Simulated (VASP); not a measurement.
# BiTe (R-3m) in VASP: further runs

Runs on BiTe. Level: r2SCAN. Tasks: single point.

All numbers are computed with VASP 6.6.1; they aren't measurements. Logs are shortened: lines on timing, memory, paths and dates and some standing lists are left out, and cuts for length are marked.

### Step 1. The cell of the first run

Symmetry: R-3m, No. 166, trigonal system. Conventional cell: a = 4.845 Å, b = 4.845 Å, c = 10.449 Å, α = 90.00°, β = 90.00°, γ = 120.00°. Within 4.5 Å of Bi (site symmetry -3m) lie 6 Te at 3.30 Å and 6 Bi at 4.47 Å. Te (site symmetry -3m) has 6 Bi at 3.30 Å and 6 Te at 4.47 Å within 4.5 Å.

### Step 2. Single point, r2SCAN (strain +0.000 along x and y, +0.050 along z)

Input file POSCAR:

```
BiTe
1.0
    2.4227077728      1.3987509848      3.4831565522
   -2.4227077728      1.3987509848      3.4831565522
    0.0000000000     -2.7975019696      3.4831565522
Bi Te
1 1
Direct
    0.5000000000      0.5000000000      0.5000000000
    0.0000000000      0.0000000000      0.0000000000
```

Input file INCAR.step1:

```
ALGO     = Normal         # electronic algorithm
EDIFF    = 1E-4           # SCF threshold, eV
ENCUT    = 520            # plane-wave cutoff, eV
GGA      = PE             # functional
ISMEAR   = 0              # smearing method
LASPH    = T              # aspherical terms in the spheres
LCHARG   = F              # write CHGCAR
LREAL    = F              # projectors in reciprocal space
LWAVE    = T              # write WAVECAR
NBANDS   = 18             # bands
NELM     = 60             # most SCF steps
PREC     = Accurate       # precision mode
SIGMA    = 0.15           # smearing width, eV
```

Input file INCAR.step2:

```
ALGO     = Normal         # electronic algorithm
EDIFF    = 1E-7           # SCF threshold, eV
ENCUT    = 520            # plane-wave cutoff, eV
ISIF     = 2              # what is computed and relaxed
ISMEAR   = 0              # smearing method
ISTART   = 1            
LASPH    = T              # aspherical terms in the spheres
LCHARG   = F              # write CHGCAR
LMIXTAU  = T            
LREAL    = F              # projectors in reciprocal space
LWAVE    = F              # write WAVECAR
METAGGA  = R2SCAN         # meta-GGA
NBANDS   = 18             # bands
NELM     = 60             # most SCF steps
PREC     = Accurate       # precision mode
SIGMA    = 0.15           # smearing width, eV
```

Input file KPOINTS:

```
k-points
0
Gamma
  12 12 12
```

Potentials or basis: VASP PAW PBE potentials, release 64 (Bi_d, Te).

Started as:

```sh
> cat potpaw_PBE.64/Bi_d/POTCAR potpaw_PBE.64/Te/POTCAR > POTCAR
> cp INCAR.step1 INCAR
> mpirun -np 1 vasp_std > vasp.out
> cp INCAR.step2 INCAR
> mpirun -np 1 vasp_std > vasp.out
```

OUTCAR:

```text
EDIFF = 1E-7
   ENCUT = 520
   ISIF = 2
   ISMEAR = 0
   ISTART = 1
   LASPH = T
   LREAL = F
   METAGGA = R2SCAN
   NELM = 60
   PREC = Accurate

 ion  position               nearest neighbor table
   1  0.500  0.500  0.500-   2 3.30   2 3.30   2 3.30   2 3.30   2 3.30   2 3.30
   2  0.000  0.000  0.000-   1 3.30   1 3.30   1 3.30   1 3.30   1 3.30   1 3.30

  LATTYP: Found a trigonal (rhomboedric) cell.
 ALAT       =     4.4674821586
 COS(alpha) =     0.4118252082

  Lattice vectors:

 A1 = (   2.4227077728,   1.3987509848,   3.4831565522)
 A2 = (  -2.4227077728,   1.3987509848,   3.4831565522)
 A3 = (   0.0000000000,  -2.7975019696,   3.4831565522)

Analysis of symmetry for initial positions (statically):
=====================================================================
 Subroutine PRICEL returns:
 Original cell was already a primitive cell.

 Routine SETGRP: Setting up the symmetry group for a
 trigonal (rhombohedral) supercell.

 Subroutine GETGRP returns: Found 12 space group operations
 (whereof 12 operations were pure point group operations)
 out of a pool of 12 trial point group operations.

The static configuration has the point symmetry D_3d.

Analysis of symmetry for dynamics (positions and initial velocities):
=====================================================================
 Subroutine PRICEL returns:
 Original cell was already a primitive cell.

 Routine SETGRP: Setting up the symmetry group for a
 trigonal (rhombohedral) supercell.

 Subroutine GETGRP returns: Found 12 space group operations
 (whereof 12 operations were pure point group operations)
 out of a pool of 12 trial point group operations.

The dynamic configuration has the point symmetry D_3d.

 Subroutine INISYM returns: Found 12 space group operations
 (whereof 12 operations are pure point group operations),
 and found     1 'primitive' translations

----------------------------------------------------------------------------------------

                                     Primitive cell

  volume of cell :      70.8216

  direct lattice vectors                    reciprocal lattice vectors
     2.422707773  1.398750985  3.483156552     0.206380648  0.119153923  0.095698637
    -2.422707773  1.398750985  3.483156552    -0.206380648  0.119153923  0.095698637
     0.000000000 -2.797501970  3.483156552     0.000000000 -0.238307845  0.095698637

  length of vectors
     4.467482159  4.467482159  4.467482159     0.256805098  0.256805098  0.256805098

  position of ions in fractional coordinates (direct lattice)
     0.500000000  0.500000000  0.500000000
     0.000000000  0.000000000  0.000000000

  ion indices of the primitive-cell ions
   primitive index   ion index
                 1           1
                 2           2

----------------------------------------------------------------------------------------

 KPOINTS: k-points

Automatic generation of k-mesh.
 Grid dimensions read from file:
 generate k-points for:   12   12   12

 Generating k-lattice:

  Cartesian coordinates                     Fractional coordinates (reciprocal lattice)
     0.017198387  0.009929494  0.007974886     0.083333333  0.000000000  0.000000000
    -0.017198387  0.009929494  0.007974886     0.000000000  0.083333333  0.000000000
     0.000000000 -0.019858987  0.007974886     0.000000000  0.000000000  0.083333333

  Length of vectors
     0.021400425  0.021400425  0.021400425

  Shift w.r.t. Gamma in fractional coordinates (k-lattice)
     0.000000000  0.000000000  0.000000000

 Subroutine IBZKPT returns following result:
 ===========================================

 Found    189 irreducible k-points:

 Following reciprocal coordinates:
            Coordinates               Weight
  0.000000  0.000000  0.000000      1.000000
  0.083333 -0.000000  0.000000      6.000000
  0.166667 -0.000000  0.000000      6.000000
  0.250000 -0.000000 -0.000000      6.000000
  0.333333 -0.000000  0.000000      6.000000
  0.416667 -0.000000  0.000000      6.000000
[... 16 lines left out ...]
  0.500000  0.166667  0.000000     12.000000
 -0.416667  0.166667 -0.000000     12.000000
 [... further k-points ...]
   k-points           NKPTS =    189   k-points in BZ     NKDIM =    189   number of bands    NBANDS=     18
   number of dos      NEDOS =    301   number of ions     NIONS =      2
   total plane-waves  NPLWV =  46656
   dimension x,y,z NGX =    36 NGY =   36 NGZ =   36
   dimension x,y,z NGXF=    72 NGYF=   72 NGZF=   72
   ions per type =               1   1
   NGX,Y,Z   is equivalent  to a cutoff of  13.40, 13.40, 13.40 a.u.
   NGXF,Y,Z  is equivalent  to a cutoff of  26.79, 26.79, 26.79 a.u.
 SYSTEM =  unknown system
   PREC   = accura    normal or accurate (medium, high low for compatibility)
   ISTART =      1    job   : 0-new  1-cont  2-samecut
   ICHARG =      0    charge: 1-file 2-atom 10-const
   ISPIN  =      1    spin polarized calculation?
   LNONCOLLINEAR =      F non collinear calculations
   LSORBIT =      F    spin-orbit coupling
   LASPH  =      T    aspherical Exc in radial PAW
   ENCUT  =  520.0 eV  38.22 Ry    6.18 a.u.   8.31  8.31  8.31*2*pi/ulx,y,z
   NELM   =     60;   NELMIN=  2; NELMDL=  0     # of ELM steps
   EDIFF  = 0.1E-06   stopping-criterion for ELM
   LREAL  =      F    real-space projection
   EDIFFG = 0.1E-05   stopping-criterion for IOM
   NSW    =      0    number of steps for IOM
   IBRION =     -1    ionic relax: 0-MD 1-quasi-New 2-CG
   NFREE  =      0    steps in history (QN), initial steepest desc. (CG)
   ISIF   =      2    stress and relaxation
   ISYM   =      2    0-nonsym 1-usesym 2-fastsym
   POTIM  = 0.5000    time-step for ionic-motion
   TEBEG  =    0.0;   TEEND  =   0.0 temperature during run
   PSTRESS=    0.0 pullay stress
   NELECT =      21.0000    total number of electrons
   NUPDOWN=      -1.0000    fix difference up-down
   EMIN   =  10.00;   EMAX   =-10.00  energy-range for DOS
   EFERMI =   0.00;   METHOD = LEGACY
   ISMEAR =     0;   SIGMA  =   0.15  broadening in eV -4-tet -1-fermi 0-gaus
   EFERMI_NEDOS =   21; number of points for ismear=-14 and -15
   IALGO  =     38    algorithm
   IMIX   =      4    mixing-type and parameters
     AMIX     =   0.40;   BMIX     =  1.00
     AMIX_MAG =   1.60;   BMIX_MAG =  1.00
  volume/ion in A,a.u.               =      35.41       238.96
  Fermi-wavevector in a.u.,A,eV,Ry     =   1.091673  2.062963 16.214752  1.191751
  Thomas-Fermi vector in A             =   2.227923
   LORBIT       =      0    0 simple, 1 ext, 2 COOP (PROOUT), +10 PAW based schemes
   METAGGA = R2SCAN    functional components
   LHFCALC =     F    Hartree Fock is set to
   AEXX    =    0.0000 exact exchange contribution
   IVDW    =     0    specifies the selected vdW correction
   LEPSILON=     F    determine dielectric tensor
   LRPA    =     F    only Hartree local field effects (RPA)
 non-spin polarized calculation
 Gauss-broadening in eV      SIGMA  =   0.15
  energy-cutoff  :      520.00
  volume of cell :       70.82
 maximum number of plane-waves:      1922
 NGX is ok and might be reduce to    36
   NGX = 17   NGY = 17   NGZ = 17

 number of electron      21.0000002 magnetization

 Free energy of the ion-electron system (eV)
  ---------------------------------------------------
  ext. energy  EPLUGINS =         0.00000000
  ---------------------------------------------------
  free energy    TOTEN  =       -84.00836615 eV

  energy without entropy =      -83.98990320  energy(sigma->0) =      -83.99913467

 E-fermi :   6.0645     XC(G=0):  -9.7967

 val. band max:        6.0638595300   @ k =  -0.1667   0.3333   0.0833
 cond. band min:       6.0652974171   @ k =  -0.2500   0.2500   0.0000
 fundamental gap:      0.0014378871
 Fermi energy:         6.0644514343

 k-point     1 :       0.0000    0.0000    0.0000
  band No.  band energies     occupation
      1     -17.8990      2.00000
      2     -17.8990      2.00000
      3     -17.8849      2.00000
      4     -17.8849      2.00000
      5     -17.8728      2.00000
      6      -7.7585      2.00000
[... 10 lines left out ...]
     17      12.6552      0.00000
     18      13.0950      0.00000

 k-point     2 :       0.0833   -0.0000    0.0000
  band No.  band energies     occupation
      1     -17.8990      2.00000
      2     -17.8989      2.00000
      3     -17.8853      2.00000
      4     -17.8846      2.00000
      5     -17.8727      2.00000
      6      -7.6989      2.00000
[... 10 lines left out ...]
     17      13.0239      0.00000
     18      13.3904      0.00000

 k-point     3 :       0.1667   -0.0000    0.0000
  band No.  band energies     occupation
      1     -17.8991      2.00000
      2     -17.8984      2.00000
      3     -17.8861      2.00000
      4     -17.8838      2.00000
      5     -17.8722      2.00000
      6      -7.5210      2.00000
[... 10 lines left out ...]
     17      13.9017      0.00000
     18      14.2162      0.00000

 k-point     4 :       0.2500   -0.0000   -0.0000
  band No.  band energies     occupation
      1     -17.8993      2.00000
      2     -17.8979      2.00000
      3     -17.8871      2.00000
      4     -17.8827      2.00000
      5     -17.8713      2.00000
      6      -7.2283      2.00000
[... 375 lines left out ...]
      4     -17.8798      2.00000
      5     -17.8695      2.00000
      6      -6.4930      2.00000
[... 10 lines left out ...]
     17      15.7461      0.00000
     18      16.1555      0.00000

 k-point    23 :       0.5000    0.1667    0.0000
  band No.  band energies     occupation
      1     -17.9004      2.00000
      2     -17.8980      2.00000
      3     -17.8879      2.00000
      4     -17.8799      2.00000
      5     -17.8690      2.00000
      6      -6.0115      2.00000
[... 10 lines left out ...]
     17      16.0253      0.00000
     18      16.9664      0.00000

 k-point    24 :      -0.4167    0.1667   -0.0000
  band No.  band energies     occupation
      1     -17.8997      2.00000
      2     -17.8982      2.00000
      3     -17.8878      2.00000
      4     -17.8805      2.00000
      5     -17.8692      2.00000
      6      -5.8475      2.00000
[... 10 lines left out ...]
     17      15.5770      0.00000
     18      16.2639      0.00000

 [... further k-points ...]

------------------------ aborting loop because EDIFF is reached ----------------------------------------

  FORCE on cell =-STRESS in cart. coord.  units (eV):
  Direction    XX          YY          ZZ          XY          YZ          ZX
  --------------------------------------------------------------------------------------
  -------------------------------------------------------------------------------------
  Total       -1.1648795     -1.1648795     -1.0544315     -0.0000000      0.0000000      0.0000000
  in kB      -26.3527466    -26.3527466    -23.8541141     -0.0000000      0.0000000      0.0000000
  external PRESSURE =     -25.5198691 kB  Pullay stress =       0.0000000 kB

 VOLUME and BASIS-vectors are now :
 -----------------------------------------------------------------------------
  energy-cutoff  :      520.00
  volume of cell :       70.82
      direct lattice vectors                 reciprocal lattice vectors
     2.422707773  1.398750985  3.483156552     0.206380648  0.119153923  0.095698637
    -2.422707773  1.398750985  3.483156552    -0.206380648  0.119153923  0.095698637
     0.000000000 -2.797501970  3.483156552     0.000000000 -0.238307845  0.095698637

 POSITION                                       TOTAL-FORCE (eV/Angst)
 -----------------------------------------------------------------------------------
      0.00000      0.00000      5.22473         0.000000     -0.000000     -0.000000
      0.00000      0.00000      0.00000         0.000000      0.000000      0.000000
 -----------------------------------------------------------------------------------
    total drift:                               -0.000000     -0.000000      0.000000

  FREE ENERGIE OF THE ION-ELECTRON SYSTEM (eV)
  ---------------------------------------------------
  free  energy   TOTEN  =       -84.0083661473 eV

  energy  without entropy=      -83.9899031968  energy(sigma->0) =      -83.99913467
```

Wall time 5.7 min (1 thread of Intel Xeon 6975P-C (Granite Rapids), shared host); peak memory 0.39 GiB.

What came out:

```yaml
Free_energy: -84.0084 eV
Pressure: -2.6 GPa
Band_gap_on_the_k_mesh: zero (an odd number of electrons rules out a gap without spin polarisation)
```

Stress tensor (GPa, compression positive):
```
-2.64  0.00  0.00
 0.00 -2.64  0.00
 0.00  0.00 -2.39
```

Caveat: the cell differs from its parent crystal (strain +0.000 along x and y, +0.050 along z); the PAW data sets were made with another functional, which shifts forces and pressure a little; spin-orbit coupling is left out, which moves the levels of the heavy elements.

(Part 1 of 4 ends here.)
